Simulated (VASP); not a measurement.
A run of VASP 6.6.1 is set up as follows.

Contents of INCAR:

```
SYSTEM = Si
PREC     = Accurate       ! precision mode
ENCUT    = 520            ! plane-wave cutoff, eV
EDIFF    = 1E-6           ! SCF threshold, eV
ISMEAR   = 0              ! smearing method
SIGMA    = 0.05           ! smearing width, eV
LREAL    = .False.        ! projectors in reciprocal space
LASPH    = .True.         ! aspherical terms in the spheres
NELM     = 100            ! most SCF steps
ALGO     = Normal         ! electronic algorithm
ISIF     = 2              ! what is computed and relaxed
LWAVE    = .False.        ! write WAVECAR
LCHARG   = .True.         ! write CHGCAR
LELF     = .True.         ! ELF
LVHAR    = .True.       
NBANDS   = 11             ! bands
```

Contents of KPOINTS:

```
regular mesh
0
Gamma
  12 12 12
  0 0 0
```

File POSCAR:

```
Si
1.0
    0.0000000000      2.6343566320      2.6343566320
    2.6343566320      0.0000000000      2.6343566320
    2.6343566320      2.6343566320      0.0000000000
Si
2
Direct
    0.5000000000      0.5000000000      0.5000000000
    0.7500000000      0.7500000000      0.7500000000
```

Potentials or basis: VASP PAW LDA potentials, release 64 (Si).

Command:

```bash
$ cat potpaw_LDA.64/Si/POTCAR > POTCAR
$ mpirun -np 1 vasp_std > vasp.out
```

(1) Estimate the band gap on the k mesh.

(2) Predict the pressure.

Answers

(1) 0.30 eV, indirect (least direct gap 2.56 eV).

(2) 8.5 GPa.
